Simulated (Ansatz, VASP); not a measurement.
## Co: VASP beside Ansatz

```
CELL_PARAMETERS angstrom
2.47056 0.00000 0.00000
-1.23528 2.13957 0.00000
0.00000 0.00000 8.08823
ATOMIC_POSITIONS crystal
Co 0.00000 0.00000 0.00000
Co 0.33333 0.66667 0.25000
Co 0.00000 0.00000 0.50000
Co 0.66667 0.33333 0.75000
```

Alike in both runs: task single point; functional PBE; k mesh 10 × 10 × 3; collinear spin.

|  | VASP | Ansatz |
| --- | --- | --- |
| version | VASP 6.6.1 | Ansatz 0.2.0 |
| potentials or method | VASP PAW PBE potentials, release 64 (Co), cutoff 520 eV | plane waves, PAW |
| occupations | methfessel-paxton of order 1, width 0.15 eV | cold, width 0.15 eV |
| valence electrons in the cell | 36 | 68 |

|  | VASP | Ansatz | Ansatz less VASP |
| --- | --- | --- | --- |
| pressure (GPa) | 4.1 | 4.9 | +0.81 |
| traceless stress, the component that is largest in VASP (GPa) | -2.22 | -2.15 | +0.071 |
| net moment per atom (μB) | 1.67 | 1.67 | +0.006 |
| size of the moment on the site where the two differ most (μB) | 1.69 | 1.75 | +0.063 |

Site moments also hang on the region over which each program counts them. VASP's potentials hold 36 valence electrons a cell and Ansatz's 68, so a difference there can come from the potentials and not from the codes. Ansatz's warnings: stability check not made, stress scf threshold loose.
